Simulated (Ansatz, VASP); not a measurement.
# One calculation of Au, two programs

The input INCAR:

```
SYSTEM = Au
PREC     = Accurate       ! precision mode
ENCUT    = 520            ! plane-wave cutoff, eV
EDIFF    = 1E-6           ! SCF threshold, eV
ISMEAR   = -1             ! smearing method
SIGMA    = 0.03           ! smearing width, eV
LREAL    = .False.        ! projectors in reciprocal space
LASPH    = .True.         ! aspherical terms in the spheres
NELM     = 60             ! most SCF steps
ALGO     = Normal         ! electronic algorithm
ISIF     = 2              ! what is computed and relaxed
LWAVE    = .False.        ! write WAVECAR
LCHARG   = .False.        ! write CHGCAR
NBANDS   = 18             ! bands
```

File KPOINTS:

```
regular mesh
0
Gamma
  14 14 8
  0 0 0
```

POSCAR

```
Au
1.0
    2.9289983945      0.0000000000      0.0000000000
   -1.4644991973      2.5365870173      0.0000000000
    0.0000000000      0.0000000000      4.8800000000
Au
2
Direct
    0.3333333333      0.6666666667      0.7500000000
    0.6666666667      0.3333333333      0.2500000000
```

Input for Ansatz:

```yaml
crystal:
  lattice:
    - [2.9289983945, 0.0, 0.0]
    - [-1.4644991973, 2.5365870173, 0.0]
    - [0.0, 0.0, 4.88]
  atoms:
    - { symbol: Au, position: [0.3333333333, 0.6666666667, 0.75] }
    - { symbol: Au, position: [0.6666666667, 0.3333333333, 0.25] }
kpoints:
  mp_grid: { grid: [14, 14, 8] }
  band_path:
    path:
      - [0.0, 0.0, 0.0]
      - [0.5, 0.0, 0.0]
      - [0.3333333333, 0.3333333333, 0.0]
      - [0.0, 0.0, 0.0]
      - [0.0, 0.0, 0.5]
      - [0.5, 0.0, 0.5]
      - [0.3333333333, 0.3333333333, 0.5]
      - [0.0, 0.0, 0.5]
      - [0.5, 0.0, 0.5]
    npoints: 5
scf:
  occupations: { method: fermi_dirac, width: 0.03 }
hamiltonian:
  xc: lda
  pseudopotentials: { kind: all_electron, lapw: { basis_error: 0.00025 } }
output:
  forces: true
  stress: true
  eigenvalues: true
```

Change from the starting cell: equal xx and yy strain of +1 %.

Alike in both runs: task single point; functional LDA; k mesh 14 × 14 × 8; occupations fermi-dirac, width 0.03 eV; no spin polarisation.

|  | VASP | Ansatz |
| --- | --- | --- |
| version | VASP 6.6.1 | Ansatz 0.2.0 |
| potentials or method | VASP PAW LDA potentials, release 64 (Au), cutoff 520 eV | all-electron LAPW, scalar-relativistic |

|  | VASP | Ansatz | Ansatz less VASP |
| --- | --- | --- | --- |
| pressure (GPa) | -12.7 | -13.1 | -0.37 |
| traceless stress, the component that is largest in VASP (GPa) | 0.19 | 0.28 | +0.083 |

LDA's correlation is that of Perdew and Zunger in VASP and of Perdew and Wang (1992) in Ansatz. Ansatz ran all-electron here, and VASP with PAW potentials.

Spin-orbit coupling is off throughout.
